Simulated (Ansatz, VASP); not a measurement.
Two plane-wave programs on WC

INCAR

```
SYSTEM = WC
  PREC = Accurate
  ENCUT = 520
  EDIFF = 1E-6
  ISMEAR = 0
  SIGMA = 0.15
  LREAL = .False.
  LASPH = .True.
  NELM = 100
  ALGO = Normal
  ISIF = 2
  LWAVE = .False.
  LCHARG = .True.
  GGA = PE
  LELF = .True.
  LVHAR = .True.
  NBANDS = 16
```

Contents of KPOINTS:

```
regular mesh
0
Gamma
  24 24 22
  0 0 0
```

The input POSCAR:

```
WC
1.0
    2.6880299194      0.0000000000      0.0000000000
   -1.3440149597      2.3279021963      0.0000000000
    0.0000000000      0.0000000000      2.8470758817
W C
1 1
Direct
    0.0000000000      0.0000000000      0.0000000000
    0.6666666667      0.3333333333      0.5000000000
```

Input for Ansatz:

```yaml
crystal:
  lattice:
    - [2.6880299194, 0.0, 0.0]
    - [-1.3440149597, 2.3279021963, 0.0]
    - [0.0, 0.0, 2.8470758817]
  atoms:
    - { symbol: W, position: [0.0, 0.0, 0.0] }
    - { symbol: C, position: [0.6666666667, 0.3333333333, 0.5] }
basis:
  ecutwfc: 420
kpoints:
  mp_grid: { grid: [24, 24, 22] }
hamiltonian:
  xc: pbe
scf:
  occupations: { method: gaussian, width: 0.15 }
output:
  forces: true
  stress: true
  eigenvalues: true
```

Change from the starting cell: strain -0.080 along x and y, +0.000 along z, atoms carried along.

Alike in both runs: task single point; functional PBE; k mesh 24 × 24 × 22; occupations gaussian, width 0.15 eV; no spin polarisation.

```csv
,VASP,Ansatz
version,VASP 6.6.1,Ansatz 0.2.0
potentials or method,"VASP PAW PBE potentials, release 64 (W_sv, C), cutoff 520 eV","scalar-relativistic, plane waves, PAW"
valence electrons in the cell,18,18
```

```csv
,VASP,Ansatz,Ansatz less VASP
gap on the k mesh at the Fermi level (eV),none,none,-
pressure (GPa),91.2,88.8,-2.39
"traceless stress, the component that is largest in VASP (GPa)",-45.56,-45.57,-0.011
```

A gap of «none» marks a metal or a gap that the smearing closes. Both programs put the cell under a high pressure, so it lies far from rest at this level. With one functional, cell and mesh, what is left measures potentials, basis and numerics.

Spin-orbit coupling is off throughout. Noted on VASP's run: the cell as given lies far from equilibrium.
